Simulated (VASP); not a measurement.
# GaSb (F-43m) in VASP: notebook, part 2 of 2

VASP 6.6.1. The steps go on from the part before.

## (3) Single point, PBE (volume scaled by 1.03)

Contents of INCAR:

```
SYSTEM = GaSb
  PREC = Accurate
  ENCUT = 520
  EDIFF = 1E-6
  ISMEAR = 0
  SIGMA = 0.1
  LREAL = .FALSE.
  LASPH = .TRUE.
  NELM = 100
  ALGO = Normal
  ISIF = 2
  LWAVE = .FALSE.
  LCHARG = .FALSE.
  GGA = PE
  NBANDS = 16
```

Contents of KPOINTS:

```
regular mesh
0
G
  12 12 12
  0 0 0
```

Contents of POSCAR:

```
GaSb
1.0
    0.0000000000      3.1376842253      3.1376842253
    3.1376842253      0.0000000000      3.1376842253
    3.1376842253      3.1376842253      0.0000000000
Ga Sb
1 1
Direct
    0.0000000000      0.0000000000      0.0000000000
    0.2500000000      0.2500000000      0.2500000000
```

Potentials or basis: VASP PAW PBE potentials, release 64 (Ga_d, Sb).

Started as:

```console
$ cat potpaw_PBE.64/Ga_d/POTCAR potpaw_PBE.64/Sb/POTCAR > POTCAR
$ mpirun -np 1 vasp_std > vasp.out
```

OUTCAR:

```text
SYSTEM = GaSb
   PREC = Accurate
   ENCUT = 520
   EDIFF = 1E-6
   ISMEAR = 0
   LREAL = .FALSE.
   LASPH = .TRUE.
   NELM = 100
   ISIF = 2
   GGA = PE

 ion  position               nearest neighbor table
   1  0.000  0.000  0.000-   2 2.72   2 2.72   2 2.72   2 2.72
   2  0.250  0.250  0.250-   1 2.72   1 2.72   1 2.72   1 2.72

  LATTYP: Found a face centered cubic cell.
 ALAT       =     6.2753684506

  Lattice vectors:

 A1 = (   0.0000000000,   3.1376842253,   3.1376842253)
 A2 = (   3.1376842253,   0.0000000000,   3.1376842253)
 A3 = (   3.1376842253,   3.1376842253,   0.0000000000)

Analysis of symmetry for initial positions (statically):
=====================================================================
 Subroutine PRICEL returns:
 Original cell was already a primitive cell.

 Routine SETGRP: Setting up the symmetry group for a
 face centered cubic supercell.

 Subroutine GETGRP returns: Found 24 space group operations
 (whereof 24 operations were pure point group operations)
 out of a pool of 48 trial point group operations.

The static configuration has the point symmetry T_d .

Analysis of symmetry for dynamics (positions and initial velocities):
=====================================================================
 Subroutine PRICEL returns:
 Original cell was already a primitive cell.

 Routine SETGRP: Setting up the symmetry group for a
 face centered cubic supercell.

 Subroutine GETGRP returns: Found 24 space group operations
 (whereof 24 operations were pure point group operations)
 out of a pool of 48 trial point group operations.

The dynamic configuration has the point symmetry T_d .

 Subroutine INISYM returns: Found 24 space group operations
 (whereof 24 operations are pure point group operations),
 and found     1 'primitive' translations

----------------------------------------------------------------------------------------

                                     Primitive cell

  volume of cell :      61.7814

  direct lattice vectors                    reciprocal lattice vectors
     0.000000000  3.137684225  3.137684225    -0.159353193  0.159353193  0.159353193
     3.137684225  0.000000000  3.137684225     0.159353193 -0.159353193  0.159353193
     3.137684225  3.137684225  0.000000000     0.159353193  0.159353193 -0.159353193

  length of vectors
     4.437355586  4.437355586  4.437355586     0.276007827  0.276007827  0.276007827

  position of ions in fractional coordinates (direct lattice)
     0.000000000  0.000000000  0.000000000
     0.250000000  0.250000000  0.250000000

  ion indices of the primitive-cell ions
   primitive index   ion index
                 1           1
                 2           2

----------------------------------------------------------------------------------------

 KPOINTS: regular mesh

Automatic generation of k-mesh.
 Grid dimensions read from file:
 generate k-points for:   12   12   12

 Generating k-lattice:

  Cartesian coordinates                     Fractional coordinates (reciprocal lattice)
    -0.013279433  0.013279433  0.013279433     0.083333333  0.000000000  0.000000000
     0.013279433 -0.013279433  0.013279433     0.000000000  0.083333333  0.000000000
     0.013279433  0.013279433 -0.013279433     0.000000000  0.000000000  0.083333333

  Length of vectors
     0.023000652  0.023000652  0.023000652

  Shift w.r.t. Gamma in fractional coordinates (k-lattice)
     0.000000000  0.000000000  0.000000000

 Subroutine IBZKPT returns following result:
 ===========================================

 Found     72 irreducible k-points:

 Following reciprocal coordinates:
            Coordinates               Weight
  0.000000  0.000000  0.000000      1.000000
  0.083333  0.000000  0.000000      8.000000
  0.166667  0.000000  0.000000      8.000000
  0.250000  0.000000  0.000000      8.000000
  0.333333  0.000000  0.000000      8.000000
  0.416667  0.000000  0.000000      8.000000
[... 16 lines left out ...]
  0.500000  0.166667  0.000000     24.000000
 -0.416667  0.166667  0.000000     24.000000
 [... further k-points ...]
   k-points           NKPTS =     72   k-points in BZ     NKDIM =     72   number of bands    NBANDS=     16
   number of dos      NEDOS =    301   number of ions     NIONS =      2
   total plane-waves  NPLWV =  46656
   dimension x,y,z NGX =    36 NGY =   36 NGZ =   36
   dimension x,y,z NGXF=    72 NGYF=   72 NGZF=   72
   ions per type =               1   1
   NGX,Y,Z   is equivalent  to a cutoff of  13.49, 13.49, 13.49 a.u.
   NGXF,Y,Z  is equivalent  to a cutoff of  26.97, 26.97, 26.97 a.u.
 SYSTEM =  GaSb
   PREC   = accura    normal or accurate (medium, high low for compatibility)
   ISTART =      0    job   : 0-new  1-cont  2-samecut
   ICHARG =      2    charge: 1-file 2-atom 10-const
   ISPIN  =      1    spin polarized calculation?
   LNONCOLLINEAR =      F non collinear calculations
   LSORBIT =      F    spin-orbit coupling
   LASPH  =      T    aspherical Exc in radial PAW
   ENCUT  =  520.0 eV  38.22 Ry    6.18 a.u.   8.25  8.25  8.25*2*pi/ulx,y,z
   NELM   =    100;   NELMIN=  2; NELMDL= -5     # of ELM steps
   EDIFF  = 0.1E-05   stopping-criterion for ELM
   LREAL  =      F    real-space projection
   EDIFFG = 0.1E-04   stopping-criterion for IOM
   NSW    =      0    number of steps for IOM
   IBRION =     -1    ionic relax: 0-MD 1-quasi-New 2-CG
   NFREE  =      0    steps in history (QN), initial steepest desc. (CG)
   ISIF   =      2    stress and relaxation
   ISYM   =      2    0-nonsym 1-usesym 2-fastsym
   POTIM  = 0.5000    time-step for ionic-motion
   TEBEG  =    0.0;   TEEND  =   0.0 temperature during run
   PSTRESS=    0.0 pullay stress
   NELECT =      18.0000    total number of electrons
   NUPDOWN=      -1.0000    fix difference up-down
   EMIN   =  10.00;   EMAX   =-10.00  energy-range for DOS
   EFERMI =   0.00;   METHOD = LEGACY
   ISMEAR =     0;   SIGMA  =   0.10  broadening in eV -4-tet -1-fermi 0-gaus
   EFERMI_NEDOS =   21; number of points for ismear=-14 and -15
   IALGO  =     38    algorithm
   IMIX   =      4    mixing-type and parameters
     AMIX     =   0.40;   BMIX     =  1.00
     AMIX_MAG =   1.60;   BMIX_MAG =  1.00
  volume/ion in A,a.u.               =      30.89       208.46
  Fermi-wavevector in a.u.,A,eV,Ry     =   1.085292  2.050904 16.025728  1.177858
  Thomas-Fermi vector in A             =   2.221402
   LORBIT       =      0    0 simple, 1 ext, 2 COOP (PROOUT), +10 PAW based schemes
   GGA     = PE    functional components
   LHFCALC =     F    Hartree Fock is set to
   AEXX    =    0.0000 exact exchange contribution
   IVDW    =     0    specifies the selected vdW correction
   LEPSILON=     F    determine dielectric tensor
   LRPA    =     F    only Hartree local field effects (RPA)
 non-spin polarized calculation
 Gauss-broadening in eV      SIGMA  =   0.10
  energy-cutoff  :      520.00
  volume of cell :       61.78
 maximum number of plane-waves:      1687
 NGX is ok and might be reduce to    36
   NGX = 17   NGY = 17   NGZ = 17

 number of electron      17.9999999 magnetization

 Free energy of the ion-electron system (eV)
  ---------------------------------------------------
  ext. energy  EPLUGINS =         0.00000000
  ---------------------------------------------------
  free energy    TOTEN  =        -7.36667350 eV

  energy without entropy =       -7.36652893  energy(sigma->0) =       -7.36660122

 E-fermi :   4.1736     XC(G=0):  -8.7607

 val. band max:        4.1220311211   @ k =   0.0000   0.0000   0.0000
 cond. band min:       4.3769268569   @ k =   0.5000   0.0000   0.0000
 fundamental gap:      0.2548957358
 Fermi energy:         4.1736202194

 k-point     1 :       0.0000    0.0000    0.0000
  band No.  band energies     occupation
      1     -10.7787      2.00000
      2     -10.7787      2.00000
      3     -10.7787      2.00000
      4     -10.7397      2.00000
      5     -10.7397      2.00000
      6      -6.8505      2.00000
[... 8 lines left out ...]
     15      12.5692      0.00000
     16      12.5692      0.00000

 k-point     2 :       0.0833    0.0000    0.0000
  band No.  band energies     occupation
      1     -10.7801      2.00000
      2     -10.7781      2.00000
      3     -10.7781      2.00000
      4     -10.7398      2.00000
      5     -10.7398      2.00000
      6      -6.7856      2.00000
[... 8 lines left out ...]
     15      12.1154      0.00000
     16      12.1154      0.00000
[... 387 lines left out ...]
      5     -10.7389      2.00000
      6      -5.2902      2.00000
[... 8 lines left out ...]
     15      13.5318      0.00000
     16      13.8035      0.00000

 k-point    24 :      -0.4167    0.1667    0.0000
  band No.  band energies     occupation
      1     -10.8010      2.00000
      2     -10.7689      2.00000
      3     -10.7682      2.00000
      4     -10.7407      2.00000
      5     -10.7396      2.00000
      6      -5.2424      2.00000
[... 8 lines left out ...]
     15      12.6393      0.00000
     16      13.0744      0.00000

 [... further k-points ...]
[... 5 lines left out ...]
  --------------------------------------------------------------------------------------
  -------------------------------------------------------------------------------------
  Total       -0.4513667     -0.4513667     -0.4513667      0.0000000      0.0000000      0.0000000
  in kB      -11.7052968    -11.7052968    -11.7052968      0.0000000      0.0000000      0.0000000
  external PRESSURE =     -11.7052968 kB  Pullay stress =       0.0000000 kB

 VOLUME and BASIS-vectors are now :
 -----------------------------------------------------------------------------
  energy-cutoff  :      520.00
  volume of cell :       61.78
      direct lattice vectors                 reciprocal lattice vectors
     0.000000000  3.137684225  3.137684225    -0.159353193  0.159353193  0.159353193
     3.137684225  0.000000000  3.137684225     0.159353193 -0.159353193  0.159353193
     3.137684225  3.137684225  0.000000000     0.159353193  0.159353193 -0.159353193

 POSITION                                       TOTAL-FORCE (eV/Angst)
 -----------------------------------------------------------------------------------
      0.00000      0.00000      0.00000        -0.000000     -0.000000     -0.000000
      1.56884      1.56884      1.56884         0.000000      0.000000      0.000000
 -----------------------------------------------------------------------------------
    total drift:                                0.000001      0.000001      0.000001

  FREE ENERGIE OF THE ION-ELECTRON SYSTEM (eV)
  ---------------------------------------------------
  free  energy   TOTEN  =        -7.3666735014 eV

  energy  without entropy=       -7.3665289319  energy(sigma->0) =       -7.36660122
```

OSZICAR:

```text
N       E                     dE             d eps       ncg     rms          rms(c)
DAV:   1     0.817999226301E+02    0.81800E+02   -0.85723E+03  2352   0.136E+03
DAV:   2    -0.838654380962E+00   -0.82639E+02   -0.79713E+02  2768   0.299E+02
DAV:   3    -0.729121722971E+01   -0.64526E+01   -0.64379E+01  2736   0.656E+01
DAV:   4    -0.740764656088E+01   -0.11643E+00   -0.11642E+00  2968   0.974E+00
DAV:   5    -0.741038096229E+01   -0.27344E-02   -0.27344E-02  2912   0.134E+00    0.288E+00
DAV:   6    -0.737445091035E+01    0.35930E-01   -0.61261E-02  3360   0.369E+00    0.171E+00
DAV:   7    -0.736516295188E+01    0.92880E-02   -0.31613E-02  2624   0.142E+00    0.338E-01
DAV:   8    -0.736612226872E+01   -0.95932E-03   -0.41468E-03  3032   0.709E-01    0.664E-02
DAV:   9    -0.736659671121E+01   -0.47444E-03   -0.60869E-04  2680   0.196E-01    0.288E-02
DAV:  10    -0.736666212734E+01   -0.65416E-04   -0.69812E-05  2880   0.451E-02    0.893E-03
DAV:  11    -0.736667253620E+01   -0.10409E-04   -0.16681E-05  2728   0.306E-02    0.511E-03
DAV:  12    -0.736667377722E+01   -0.12410E-05   -0.21493E-06  2880   0.799E-03    0.264E-03
DAV:  13    -0.736667350136E+01    0.27586E-06   -0.12985E-07  1896   0.341E-03
   1 F= -.73666735E+01 E0= -.73666012E+01  d E =-.144569E-03
```

stdout:

```text
POSCAR found type information on POSCAR GaSb
 POSCAR found :  2 types and       2 ions
 scaLAPACK will be used
 LDA part: xc-table for (Slater+PW92), standard interpolation
 POSCAR, INCAR and KPOINTS ok, starting setup
 FFT: planning ... GRIDC
 FFT: planning ... GRID_SOFT
 FFT: planning ... GRID
 WAVECAR not read
 entering main loop
```

Run time: 1.7 min. Hardware: 1 thread of Intel Xeon 8259CL, shared host; peak memory 0.25 GiB.

Results:

* Free energy: -7.3667 eV
* Pressure: -1.2 GPa
* Band gap on the k mesh: zero (filled and empty bands touch)

Caveat: spin-orbit coupling is left out, which moves the levels of the heavy elements.
